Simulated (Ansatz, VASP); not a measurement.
**Mg: VASP beside Ansatz**

```
CELL_PARAMETERS angstrom
3.63343 2.09776 7.94747
-3.63343 2.09776 7.94747
0.00000 -4.19552 7.94747
ATOMIC_POSITIONS crystal
Mg 0.08362 0.51575 0.08362
Mg 0.08362 0.08362 0.51575
Mg 0.51575 0.08362 0.08362
Mg 0.91638 0.48425 0.91638
Mg 0.48425 0.91638 0.91638
Mg 0.91638 0.91638 0.48425
Mg 0.23059 0.63582 0.23059
Mg 0.23059 0.23059 0.63582
Mg 0.63582 0.23059 0.23059
Mg 0.76941 0.36418 0.76941
Mg 0.36418 0.76941 0.76941
Mg 0.76941 0.76941 0.36418
```

Alike in both runs: functional PBEsol; k mesh 6 × 6 × 6; occupations gaussian, width 0.1 eV; no spin polarisation.

Ansatz relaxed the structure, and its values are those at the end. VASP's run is a single point on that final structure, the one shown.

|  | VASP | Ansatz |
| --- | --- | --- |
| version | VASP 6.6.1 | Ansatz 0.2.0 |
| potentials or method | VASP PAW PBE potentials, release 64 (Mg), cutoff 520 eV | scalar-relativistic, plane waves, PAW |
| valence electrons in the cell | 24 | 120 |

```csv
,VASP,Ansatz,Ansatz less VASP
gap on the k mesh at the Fermi level (eV),none,none,-
pressure (GPa),0.0,0.0,+0.01
```

VASP's potentials were made for PBE, not for PBEsol. A gap of «none» marks a metal or a gap that the smearing closes. VASP's potentials hold 24 valence electrons a cell and Ansatz's 120, so a difference there can come from the potentials and not from the codes.
